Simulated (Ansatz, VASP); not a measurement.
KI: VASP beside Ansatz

```xyz
2
Lattice="0.0000 3.4532 3.4532 3.4532 0.0000 3.4532 3.4532 3.4532 0.0000" Properties=species:S:1:pos:R:3 pbc="T T T"
K     0.0000    0.0000    0.0000
I     3.4532    3.4532    3.4532
```

Change from the starting cell: volume scaled by 0.9405, PAW files.

Alike in both runs: task electric field gradients; functional PBE; k mesh 6 × 6 × 6; occupations fermi-dirac, width 0.02 eV; no spin polarisation.

|  | VASP | Ansatz |
| --- | --- | --- |
| version | VASP 6.6.1 | Ansatz 0.2.0 |
| potentials or method | VASP PAW PBE potentials, release 64 (K_sv, I) | PAW with Ansatz's default frozen-core files, scalar-relativistic |
| plane-wave cutoff (eV) | 400 | 420 |
| valence electrons in the cell | 16 | 26 |

```csv
,VASP,Ansatz,Ansatz less VASP
gap on the k mesh at the Fermi level (eV),4.13,4.13,+0.005
pressure (GPa),1.7,1.7,-0.04
```

With one functional, cell and mesh, what is left measures potentials, basis and numerics. VASP's potentials hold 16 valence electrons a cell and Ansatz's 26, so a difference there can come from the potentials and not from the codes.

Spin-orbit coupling is off throughout.
